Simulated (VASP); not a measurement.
# BP (I-4m2) in VASP: single point with HSE06

Aim: the single point of BP with HSE06.

Program: VASP 6.6.1. These are calculated values, not measurements. Logs are shortened: lines on timing, memory, paths and dates and some standing lists are left out, and cuts for length are marked.

## 1. The cell of the first run

It takes space group I-4m2 (No. 119, tetragonal). The conventional cell has a = 3.208 Å, b = 3.208 Å, c = 4.355 Å, α = 90.00°, β = 90.00°, γ = 90.00°. B (site symmetry -4m2) has 4 P at 1.94 Å within 2.6 Å. Within 2.6 Å of P (site symmetry -4m2) lie 4 B at 1.94 Å.

## 2. Single point, HSE06 (uniaxial z strain -4.0%)

File POSCAR:

```
BP
1.0
    0.0000000000      2.2683156689      2.1775830422
    2.2683156689      0.0000000000      2.1775830422
    2.2683156689      2.2683156689      0.0000000000
B P
1 1
Direct
    0.0000000000      0.0000000000      0.0000000000
    0.2500000000      0.2500000000      0.2500000000
```

File INCAR.step1:

```
SYSTEM = BP
PREC = Accurate
ENCUT = 520
EDIFF = 1E-5
ISMEAR = 0
SIGMA = 0.01
LREAL = .False.
LASPH = .True.
NELM = 60
ALGO = Normal
ISIF = 2
LWAVE = .True.
NBANDS = 11
GGA = PE
```

File INCAR.step2:

```
SYSTEM = BP
PREC = Accurate
ENCUT = 520
EDIFF = 1E-7
ISMEAR = 0
SIGMA = 0.01
LREAL = .False.
LASPH = .True.
NELM = 60
ALGO = Normal
ISIF = 2
LWAVE = .False.
LCHARG = .True.
GGA = PE
LHFCALC = .True.
HFSCREEN = 0.2079
PRECFOCK = Normal
LELF = .True.
LVHAR = .True.
NBANDS = 11
ISTART = 1
```

File KPOINTS:

```
Automatic mesh
0
Gamma
  6 6 6
  0 0 0
```

Potentials or basis: VASP PAW PBE potentials, release 64 (B, P).

On the command line:

```console
cat potpaw_PBE.64/B/POTCAR potpaw_PBE.64/P/POTCAR > POTCAR
cp INCAR.step1 INCAR
mpirun -np 1 vasp_std > vasp.out
cp INCAR.step2 INCAR
mpirun -np 1 vasp_std > vasp.out
```

OUTCAR:

```text
SYSTEM = BP
   PREC = Accurate
   ENCUT = 520
   EDIFF = 1E-7
   ISMEAR = 0
   LREAL = .False.
   LASPH = .True.
   NELM = 60
   ISIF = 2
   GGA = PE
   LHFCALC = .True.
   HFSCREEN = 0.2079
   PRECFOCK = Normal
   ISTART = 1

 ion  position               nearest neighbor table
   1  0.000  0.000  0.000-   2 1.94   2 1.94   2 1.94   2 1.94
   2  0.250  0.250  0.250-   1 1.94   1 1.94   1 1.94   1 1.94

  LATTYP: Found a body centered tetragonal cell.
 ALAT       =     3.2078827827
 C/A-ratio  =     1.3576450199

  Lattice vectors:

 A1 = (   0.0000000000,  -2.2683156689,  -2.1775830422)
 A2 = (   0.0000000000,   2.2683156689,  -2.1775830422)
 A3 = (   2.2683156689,   0.0000000000,   2.1775830422)

Analysis of symmetry for initial positions (statically):
=====================================================================
 Subroutine PRICEL returns:
 Original cell was already a primitive cell.

 Routine SETGRP: Setting up the symmetry group for a
 body centered tetragonal supercell.

 Subroutine GETGRP returns: Found  8 space group operations
 (whereof  8 operations were pure point group operations)
 out of a pool of 16 trial point group operations.

The static configuration has the point symmetry D_2d.

Analysis of symmetry for dynamics (positions and initial velocities):
=====================================================================
 Subroutine PRICEL returns:
 Original cell was already a primitive cell.

 Routine SETGRP: Setting up the symmetry group for a
 body centered tetragonal supercell.

 Subroutine GETGRP returns: Found  8 space group operations
 (whereof  8 operations were pure point group operations)
 out of a pool of 16 trial point group operations.

The dynamic configuration has the point symmetry D_2d.

 Subroutine INISYM returns: Found  8 space group operations
 (whereof  8 operations are pure point group operations),
 and found     1 'primitive' translations

----------------------------------------------------------------------------------------

                                     Primitive cell

  volume of cell :      22.4084

  direct lattice vectors                    reciprocal lattice vectors
     0.000000000  2.268315669  2.177583042    -0.220427874  0.220427874  0.229612369
     2.268315669  0.000000000  2.177583042     0.220427874 -0.220427874  0.229612369
     2.268315669  2.268315669  0.000000000     0.220427874  0.220427874 -0.229612369

  length of vectors
     3.144379729  3.144379729  3.207882783     0.387167580  0.387167580  0.387167580

  position of ions in fractional coordinates (direct lattice)
     0.000000000  0.000000000  0.000000000
     0.250000000  0.250000000  0.250000000

  ion indices of the primitive-cell ions
   primitive index   ion index
                 1           1
                 2           2

----------------------------------------------------------------------------------------

 KPOINTS: Automatic mesh

Automatic generation of k-mesh.
 Grid dimensions read from file:
 generate k-points for:    6    6    6

 Generating k-lattice:

  Cartesian coordinates                     Fractional coordinates (reciprocal lattice)
    -0.036737979  0.036737979  0.038268728     0.166666667  0.000000000  0.000000000
     0.036737979 -0.036737979  0.038268728     0.000000000  0.166666667  0.000000000
     0.036737979  0.036737979 -0.038268728    -0.000000000 -0.000000000  0.166666667

  Length of vectors
     0.064527930  0.064527930  0.064527930

  Shift w.r.t. Gamma in fractional coordinates (k-lattice)
     0.000000000  0.000000000  0.000000000

 Subroutine IBZKPT returns following result:
 ===========================================

 Found     30 irreducible k-points:

 Following reciprocal coordinates:
            Coordinates               Weight
  0.000000  0.000000  0.000000      1.000000
  0.166667  0.000000  0.000000      8.000000
  0.333333 -0.000000  0.000000      8.000000
  0.500000 -0.000000  0.000000      4.000000
  0.166667  0.166667  0.000000      2.000000
  0.333333  0.166667  0.000000      8.000000
[... 16 lines left out ...]
  0.333333  0.000000  0.333333      4.000000
  0.500000  0.000000  0.333333     16.000000
 [... further k-points ...]
   k-points           NKPTS =     30   k-points in BZ     NKDIM =    216   number of bands    NBANDS=     11
   number of dos      NEDOS =    301   number of ions     NIONS =      2
   total plane-waves  NPLWV =  13824
   dimension x,y,z NGX =    24 NGY =   24 NGZ =   24
   dimension x,y,z NGXF=    48 NGYF=   48 NGZF=   48
   ions per type =               1   1
   NGX,Y,Z   is equivalent  to a cutoff of  12.69, 12.69, 12.44 a.u.
   NGXF,Y,Z  is equivalent  to a cutoff of  25.38, 25.38, 24.88 a.u.
 SYSTEM =  BP
   PREC   = accura    normal or accurate (medium, high low for compatibility)
   ISTART =      1    job   : 0-new  1-cont  2-samecut
   ICHARG =      0    charge: 1-file 2-atom 10-const
   ISPIN  =      1    spin polarized calculation?
   LNONCOLLINEAR =      F non collinear calculations
   LSORBIT =      F    spin-orbit coupling
   LASPH  =      T    aspherical Exc in radial PAW
   ENCUT  =  520.0 eV  38.22 Ry    6.18 a.u.   5.85  5.85  5.96*2*pi/ulx,y,z
   NELM   =     60;   NELMIN=  2; NELMDL=  0     # of ELM steps
   EDIFF  = 0.1E-06   stopping-criterion for ELM
   LREAL  =      F    real-space projection
   EDIFFG = 0.1E-05   stopping-criterion for IOM
   NSW    =      0    number of steps for IOM
   IBRION =     -1    ionic relax: 0-MD 1-quasi-New 2-CG
   NFREE  =      0    steps in history (QN), initial steepest desc. (CG)
   ISIF   =      2    stress and relaxation
   ISYM   =      3    0-nonsym 1-usesym 2-fastsym
   POTIM  = 0.5000    time-step for ionic-motion
   TEBEG  =    0.0;   TEEND  =   0.0 temperature during run
   PSTRESS=    0.0 pullay stress
   NELECT =       8.0000    total number of electrons
   NUPDOWN=      -1.0000    fix difference up-down
   EMIN   =  10.00;   EMAX   =-10.00  energy-range for DOS
   EFERMI =   0.00;   METHOD = LEGACY
   ISMEAR =     0;   SIGMA  =   0.01  broadening in eV -4-tet -1-fermi 0-gaus
   EFERMI_NEDOS =   21; number of points for ismear=-14 and -15
   IALGO  =     38    algorithm
   IMIX   =      1    mixing-type and parameters
     AMIX     =   0.40;   BMIX     =  1.00
     AMIX_MAG =   1.60;   BMIX_MAG =  1.00
  volume/ion in A,a.u.               =      11.20        75.61
  Fermi-wavevector in a.u.,A,eV,Ry     =   1.161362  2.194656 18.351015  1.348762
  Thomas-Fermi vector in A             =   2.297935
   LORBIT       =      0    0 simple, 1 ext, 2 COOP (PROOUT), +10 PAW based schemes
   GGA     = PE    functional components
   LHFCALC =     T    Hartree Fock is set to
   PRECFOCK=normal    Normal, Fast or Accurate (Low or Medium for compatibility)
   ENCUT4O =  -1.0   cutoff for four orbital integrals eV
   NKREDX  =     1    reduce k-point grid by
   NKREDY  =     1    reduce k-point grid by
   NKREDZ  =     1    reduce k-point grid by
   AEXX    =    0.2500 exact exchange contribution
   HFSCREEN=    0.2079 screening length (either q_TF or 0.3 A-1)
   HFSCREENC=   0.2079 screening length for correlation (either q_TF or 0.3 A-1)
   ENCUTFOCK=  -1.0 apply spherical cutoff to Coloumb kernel
   IVDW    =     0    specifies the selected vdW correction
   LEPSILON=     F    determine dielectric tensor
   LRPA    =     F    only Hartree local field effects (RPA)
 non-spin polarized calculation
 Gauss-broadening in eV      SIGMA  =   0.01
  energy-cutoff  :      520.00
  volume of cell :       22.41
 maximum number of plane-waves:       620
  NGX = 18; NGY = 18; NGZ = 18

 number of electron       8.0000001 magnetization

 Free energy of the ion-electron system (eV)
  ---------------------------------------------------
  ext. energy  EPLUGINS =         0.00000000
  ---------------------------------------------------
  free energy    TOTEN  =       -14.79188437 eV

  energy without entropy =      -14.79188437  energy(sigma->0) =      -14.79188437

 E-fermi :   7.8825     XC(G=0):  -9.1472

 val. band max:        7.7857572262   @ k =   0.0000   0.0000   0.0000
 cond. band min:       9.1700037040   @ k =   0.5000   0.5000   0.0000
 fundamental gap:      1.3842464778
 Fermi energy:         7.8825465149

 k-point     1 :       0.0000    0.0000    0.0000
  band No.  band energies     occupation
      1      -9.9883      2.00000
      2       7.3744      2.00000
      3       7.3744      2.00000
      4       7.7858      2.00000
      5      11.7676      0.00000
      6      12.0046      0.00000
      7      12.0046      0.00000
      8      16.8527      0.00000
      9      20.4224      0.00000
     10      20.5131      0.00000
     11      21.6095      0.00000

 k-point     2 :       0.1667    0.0000    0.0000
  band No.  band energies     occupation
      1      -9.4225      2.00000
      2       4.3497      2.00000
      3       6.5972      2.00000
      4       6.9639      2.00000
      5      12.4880      0.00000
      6      12.9476      0.00000
      7      13.0453      0.00000
      8      18.0733      0.00000
      9      19.4269      0.00000
     10      20.0368      0.00000
     11      21.8517      0.00000

 k-point     3 :       0.3333   -0.0000    0.0000
  band No.  band energies     occupation
      1      -7.8012      2.00000
      2      -0.1207      2.00000
      3       5.6068      2.00000
      4       6.1092      2.00000
      5      12.4461      0.00000
      6      13.2809      0.00000
      7      13.8082      0.00000
      8      19.1992      0.00000
      9      20.7610      0.00000
     10      20.9991      0.00000
     11      22.8171      0.00000

 k-point     4 :       0.5000   -0.0000    0.0000
  band No.  band energies     occupation
      1      -6.1471      2.00000
      2      -2.8120      2.00000
      3       5.2400      2.00000
      4       5.8036      2.00000
      5      12.2966      0.00000
      6      13.0206      0.00000
      7      13.7302      0.00000
      8      19.0448      0.00000
      9      23.4720      0.00000
     10      24.3032      0.00000
     11      24.5052      0.00000

 k-point     5 :       0.1667    0.1667    0.0000
  band No.  band energies     occupation
      1      -9.1928      2.00000
      2       5.3829      2.00000
      3       5.3829      2.00000
      4       5.6903      2.00000
      5      10.5533      0.00000
      6      14.7205      0.00000
      7      14.7205      0.00000
      8      15.8520      0.00000
      9      20.5364      0.00000
     10      21.3576      0.00000
     11      22.8505      0.00000
[... 211 lines left out ...]
 k-point    21 :      -0.1667    0.3333    0.1667
  band No.  band energies     occupation
      1      -6.4726      2.00000
      2       0.2324      2.00000
      3       2.0594      2.00000
      4       3.6627      2.00000
      5      12.5537      0.00000
      6      13.9856      0.00000
      7      15.0780      0.00000
      8      19.1171      0.00000
      9      21.7888      0.00000
     10      22.6691      0.00000
     11      27.3655      0.00000

 k-point    22 :      -0.3333    0.5000    0.1667
  band No.  band energies     occupation
      1      -3.9270      2.00000
      2      -1.6982      2.00000
      3       1.3382      2.00000
      4       1.5023      2.00000
      5      11.8333      0.00000
      6      12.4470      0.00000
      7      18.2335      0.00000
      8      19.0330      0.00000
      9      22.5715      0.00000
     10      25.9406      0.00000
     11      26.5074      0.00000

 k-point    23 :       0.3333    0.0000    0.3333
  band No.  band energies     occupation
      1      -7.1076      2.00000
      2       1.0436      2.00000
      3       3.6299      2.00000
      4       3.7474      2.00000
      5       9.7854      0.00000
      6      11.7209      0.00000
      7      18.3312      0.00000
      8      19.4133      0.00000
      9      22.9780      0.00000
     10      24.4207      0.00000
     11      26.6957      0.00000

 k-point    24 :       0.5000    0.0000    0.3333
  band No.  band energies     occupation
      1      -5.3612      2.00000
      2      -1.1508      2.00000
      3       1.6673      2.00000
      4       3.4733      2.00000
      5      10.3417      0.00000
      6      12.8541      0.00000
      7      18.8188      0.00000
      8      20.0105      0.00000
      9      22.9875      0.00000
     10      24.7337      0.00000
     11      27.2548      0.00000

 [... further k-points ...]
[... 5 lines left out ...]
  --------------------------------------------------------------------------------------
  -------------------------------------------------------------------------------------
  Total        0.2356395      0.2356395      1.8197067      0.0000000      0.0000000      0.0000000
  in kB       16.8479444     16.8479444    130.1068798      0.0000000      0.0000000      0.0000000
  external PRESSURE =      54.6009228 kB  Pullay stress =       0.0000000 kB

 VOLUME and BASIS-vectors are now :
 -----------------------------------------------------------------------------
  energy-cutoff  :      520.00
  volume of cell :       22.41
      direct lattice vectors                 reciprocal lattice vectors
     0.000000000  2.268315669  2.177583042    -0.220427874  0.220427874  0.229612369
     2.268315669  0.000000000  2.177583042     0.220427874 -0.220427874  0.229612369
     2.268315669  2.268315669  0.000000000     0.220427874  0.220427874 -0.229612369

 POSITION                                       TOTAL-FORCE (eV/Angst)
 -----------------------------------------------------------------------------------
      0.00000      0.00000      0.00000         0.000000      0.000000      0.000000
      1.13416      1.13416      1.08879        -0.000000     -0.000000     -0.000000
 -----------------------------------------------------------------------------------
    total drift:                                0.000000      0.000000     -0.000000

  FREE ENERGIE OF THE ION-ELECTRON SYSTEM (eV)
  ---------------------------------------------------
  free  energy   TOTEN  =       -14.7918843689 eV

  energy  without entropy=      -14.7918843689  energy(sigma->0) =      -14.79188437
```

It took 9.1 min on 1 thread of Intel Xeon Platinum 8488C (Sapphire Rapids), shared host; peak memory 0.24 GiB.

What came out:

```yaml
Free_energy: -14.7919 eV
Pressure: 5.5 GPa
Band_gap_on_the_k_mesh: 1.38 eV (least direct gap 3.98 eV)
```

Levels at points of the mesh, in eV from the valence-band top:
| k point | band 1 | band 2 | band 3 | band 4 | band 5 | band 6 | band 7 | band 8 | band 9 |
| --- | --- | --- | --- | --- | --- | --- | --- | --- | --- |
| (0.00, 0.00, 0.00) | -17.77 | -0.41 | -0.41 | 0.00 | 3.98 | 4.22 | 4.22 | 9.07 | 12.64 |
| (0.50, 0.00, 0.00) | -13.93 | -10.60 | -2.55 | -1.98 | 4.51 | 5.23 | 5.94 | 11.26 | 15.69 |
| (0.50, 0.50, 0.00) | -11.84 | -9.80 | -5.27 | -5.27 | 1.38 | 1.69 | 13.92 | 13.92 | 17.51 |
| (0.50, 0.00, 0.50) | -12.29 | -10.22 | -4.85 | -4.75 | 1.87 | 2.31 | 13.44 | 14.40 | 16.81 |

Caveat: the cell differs from its parent crystal (uniaxial z strain -4.0%); the stress differs along the axes, from 2 to 13 GPa; the PAW data sets were made with another functional, which shifts forces and pressure a little. A k mesh can miss the band edges.
